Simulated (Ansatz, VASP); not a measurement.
Ti3Al in VASP and in Ansatz

```
Ti Al
1.0
     0.00000    3.23178    3.23178
     3.23178    0.00000    3.23178
     3.23178    3.23178    0.00000
Ti Al
3 1
Direct
  0.00000 0.00000 0.00000
  0.25000 0.25000 0.25000
  0.75000 0.75000 0.75000
  0.50000 0.50000 0.50000
```

Alike in both runs: functional LDA; k mesh 7 × 7 × 7; occupations fermi-dirac, width 0.05 eV; no spin polarisation.

|  | VASP | Ansatz |
| --- | --- | --- |
| version | VASP 6.6.1 | Ansatz 0.2.0 |
| potentials or method | VASP PAW LDA potentials, release 64 (Ti_sv, Al), cutoff 520 eV | all-electron LAPW, scalar-relativistic |
| task | single point | band structure |

Ansatz gave:

- gap on the k mesh at the Fermi level (eV): none
- pressure (GPa): -8.6

What did VASP give for the same quantities?

gap on the k mesh at the Fermi level (eV): none; pressure (GPa): -8.5.

LDA's correlation is that of Perdew and Zunger in VASP and of Perdew and Wang (1992) in Ansatz. A gap of «none» marks a metal or a gap that the smearing closes. Ansatz ran all-electron here, and VASP with PAW potentials.
